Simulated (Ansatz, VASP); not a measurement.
**Two plane-wave programs on MgO**

```xyz
2
Lattice="0.0000 2.0803 2.0803 2.0803 0.0000 2.0803 2.0803 2.0803 0.0000" Properties=species:S:1:pos:R:3 pbc="T T T"
Mg    0.0000    0.0000    0.0000
O     2.0803    2.0803    2.0803
```

Alike in both runs: functional LDA; k mesh 14 × 14 × 14; occupations gaussian, width 0.02 eV; no spin polarisation.

Ansatz relaxed the structure, and its values are those at the end. VASP's run is a single point on that final structure, the one shown.

|  | VASP | Ansatz |
| --- | --- | --- |
| version | VASP 6.6.1 | Ansatz 0.2.0 |
| potentials or method | VASP PAW LDA potentials, release 64 (Mg, O), cutoff 520 eV | scalar-relativistic, plane waves, PAW |
| valence electrons in the cell | 8 | 16 |

Ansatz gave:

* gap on the k mesh at the Fermi level (eV): 5.03
* least direct gap on the mesh (eV): 5.03
* pressure (GPa): 0.0

**Question.** Estimate VASP's values.

**Answer.** gap on the k mesh at the Fermi level (eV): 5.02; least direct gap on the mesh (eV): 5.02; pressure (GPa): -1.9.

Ansatz warns that its potentials were made for another functional, while VASP's fit it. LDA's correlation is that of Perdew and Zunger in VASP and of Perdew and Wang (1992) in Ansatz. VASP's potentials hold 8 valence electrons a cell and Ansatz's 16, so a difference there can come from the potentials and not from the codes.
